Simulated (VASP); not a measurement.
# Cs2SnI6 (Fm-3m) in VASP: a series of runs, part 2 of 2

VASP 6.6.1. The steps go on from the part before.

## Step 3: Relaxation of cell and atoms, PBE

This run uses another cell than the first one, of 43.67 Å³/atom.

INCAR

```
ALGO = Normal
EDIFF = 1E-7
EDIFFG = -0.03
ENCUT = 500
GGA = PE
GGA_COMPAT = False
IBRION = 2
ISIF = 3
ISMEAR = 0
LASPH = True
LCHARG = False
LREAL = False
LWAVE = False
NELM = 120
NELMIN = 4
NSW = 80
PREC = Accurate
SIGMA = 0.05
```

KPOINTS

```
k-points
0
Gamma
  4 4 4
```

POSCAR

```
Cs2SnI6
1.0
    0.0000000000      5.8138000000      5.8138000000
    5.8138000000      0.0000000000      5.8138000000
    5.8138000000      5.8138000000      0.0000000000
Cs Sn I
2 1 6
Direct
    0.2500000000      0.2500000000      0.2500000000
    0.7500000000      0.7500000000      0.7500000000
    0.0000000000      0.0000000000      0.0000000000
    0.7546400000      0.2453600000      0.2453600000
    0.2453600000      0.7546400000      0.2453600000
    0.2453600000      0.7546400000      0.7546400000
    0.7546400000      0.2453600000      0.7546400000
    0.2453600000      0.2453600000      0.7546400000
    0.7546400000      0.7546400000      0.2453600000
```

Potentials or basis: VASP PAW PBE potentials, release 64 (Cs_sv, Sn_d, I).

Command:

```
$ cat potpaw_PBE.64/Cs_sv/POTCAR potpaw_PBE.64/Sn_d/POTCAR potpaw_PBE.64/I/POTCAR > POTCAR
$ mpirun -np 1 vasp_std > vasp.out
```

OUTCAR:

```text
EDIFF = 1E-7
   EDIFFG = -0.03
   ENCUT = 500
   GGA = PE
   IBRION = 2
   ISIF = 3
   ISMEAR = 0
   LASPH = True
   LREAL = False
   NELM = 120
   NELMIN = 4
   NSW = 80
   PREC = Accurate

 ion  position               nearest neighbor table
   1  0.250  0.250  0.250-
   2  0.750  0.750  0.750-
   3  0.000  0.000  0.000-   4 2.85   5 2.85   6 2.85   7 2.85   8 2.85   9 2.85
   4  0.755  0.245  0.245-   3 2.85
   5  0.245  0.755  0.245-   3 2.85
   6  0.245  0.755  0.755-   3 2.85
   7  0.755  0.245  0.755-   3 2.85
   8  0.245  0.245  0.755-   3 2.85
   9  0.755  0.755  0.245-   3 2.85

  LATTYP: Found a face centered cubic cell.
 ALAT       =    11.6276000000

  Lattice vectors:

 A1 = (   0.0000000000,   5.8138000000,   5.8138000000)
 A2 = (   5.8138000000,   0.0000000000,   5.8138000000)
 A3 = (   5.8138000000,   5.8138000000,   0.0000000000)

Analysis of symmetry for initial positions (statically):
=====================================================================
 Subroutine PRICEL returns:
 Original cell was already a primitive cell.

 Routine SETGRP: Setting up the symmetry group for a
 face centered cubic supercell.

[... 151 lines left out ...]
 maximum number of plane-waves:     10012
   NGX = 29   NGY = 29   NGZ = 29

--------------------------------------- Ionic step        1  -------------------------------------------

 number of electron      74.0000004 magnetization

 Free energy of the ion-electron system (eV)
  ---------------------------------------------------
  ext. energy  EPLUGINS =         0.00000000
  ---------------------------------------------------
  free energy    TOTEN  =       -22.81956609 eV

  energy without entropy =      -22.81942982  energy(sigma->0) =      -22.81949796

------------------------ aborting loop because EDIFF is reached ----------------------------------------

  FORCE on cell =-STRESS in cart. coord.  units (eV):
  Direction    XX          YY          ZZ          XY          YZ          ZX
  --------------------------------------------------------------------------------------
  -------------------------------------------------------------------------------------
  Total        3.8857990      3.8857990      3.8857990      0.0000000     -0.0000000      0.0000000
  in kB       15.8409294     15.8409294     15.8409294      0.0000000     -0.0000000      0.0000000
  external PRESSURE =      15.8409294 kB  Pullay stress =       0.0000000 kB
[... 202 lines left out ...]
--------------------------------------- Ionic step        6  -------------------------------------------

 number of electron      73.9999987 magnetization

 Free energy of the ion-electron system (eV)
  ---------------------------------------------------
  ext. energy  EPLUGINS =         0.00000000
  ---------------------------------------------------
  free energy    TOTEN  =       -22.97964804 eV

  energy without entropy =      -22.97964730  energy(sigma->0) =      -22.97964767

 E-fermi :   1.2333     XC(G=0):  -7.4806

 val. band max:        1.0867554514   @ k =   0.0000   0.0000   0.0000
 cond. band min:       1.3669034374   @ k =   0.0000   0.0000   0.0000
 fundamental gap:      0.2801479859
 Fermi energy:         1.2333079263

 k-point     1 :       0.0000    0.0000    0.0000
  band No.  band energies     occupation
      1     -20.2629      2.00000
      2     -20.2629      2.00000
      3     -20.2203      2.00000
      4     -20.2203      2.00000
      5     -20.2203      2.00000
      6     -19.4092      2.00000
[... 401 lines left out ...]
  FREE ENERGIE OF THE ION-ELECTRON SYSTEM (eV)
  ---------------------------------------------------
  free  energy   TOTEN  =       -22.9796480358 eV

  energy  without entropy=      -22.9796472958  energy(sigma->0) =      -22.97964767

 reached required accuracy - stopping structural energy minimisation
```

It took 21 min on 1 thread of Intel Xeon 8259CL, shared host; peak memory 0.61 GiB.

Results:

* Free energy: -22.9796 eV
* Relaxed volume: 48.57 Å³/atom
* Relaxed cell: a = 8.519 Å, b = 8.519 Å, c = 8.519 Å, α = 60.00°, β = 60.00°, γ = 60.00°
* Space group after relaxing (to 0.1 Å): Fm-3m (No. 225)
* Energy gained by relaxing: 17.8 meV/atom
* Ionic steps: 6
* Pressure after relaxing: 0.0 GPa
* Largest force after relaxing: 0.017 eV/Å
* Band gap on the k mesh: 0.28 eV

Forces in eV/Å, atoms in the order of the input:
```
Cs   0.000  0.000  0.000
Cs   0.000  0.000  0.000
Sn   0.000  0.000  0.000
I    0.017  0.000  0.000
I    0.000  0.017  0.000
I   -0.017  0.000  0.000
I    0.000 -0.017  0.000
I    0.000  0.000  0.017
I    0.000  0.000 -0.017
```

Step by step:
```
step  energy change (eV)  largest force (eV/Å)  pressure (GPa)  volume (Å³)
   1              0.0000                0.2796            1.58       393.02
   2             -0.1319                0.1166            0.13       418.09
   3             -0.1321                0.1341            0.06       419.48
   4             -0.1376                0.1225            0.05       421.23
   5             -0.1506                0.0826            0.03       426.50
   6             -0.1601                0.0173            0.03       437.17
```

Final structure:
```xyz
9
Lattice="0.0000 6.0238 6.0238 6.0238 0.0000 6.0238 6.0238 6.0238 0.0000" Properties=species:S:1:pos:R:3 pbc="T T T"
Cs    3.0119    3.0119    3.0119
Cs    9.0358    9.0358    9.0358
Sn    6.0238    0.0000    6.0238
I     2.9078    6.0238    6.0238
I     6.0238    2.9078    6.0238
I     9.1398    6.0238    6.0238
I     6.0238    9.1398    6.0238
I     6.0238    6.0238    2.9078
I     6.0238    6.0238    9.1398
```

Caveat: spin-orbit coupling is left out, which moves the levels of the heavy elements.

## Step 4: How close it comes

Step 2. A measured gap of Cs2SnI6 is 1.3 eV (optical; powder; “Changes in charge density vs changes in formal oxidation states: The case of Sn halide perovskites and their ordered vacancy analogues”, 2017, arxiv:1705.01565); the calculated 0.26 eV misses it by -1.04 eV. So large a miss can be the level of theory's own, or it may mean another phase, state or a wrong row. Spin-orbit coupling on Cs, I, Sn is left out. The value is that of PBE on a finite k mesh, which can miss the band edges, without temperature or zero-point motion. Semilocal functionals fall short of measured gaps as a rule.
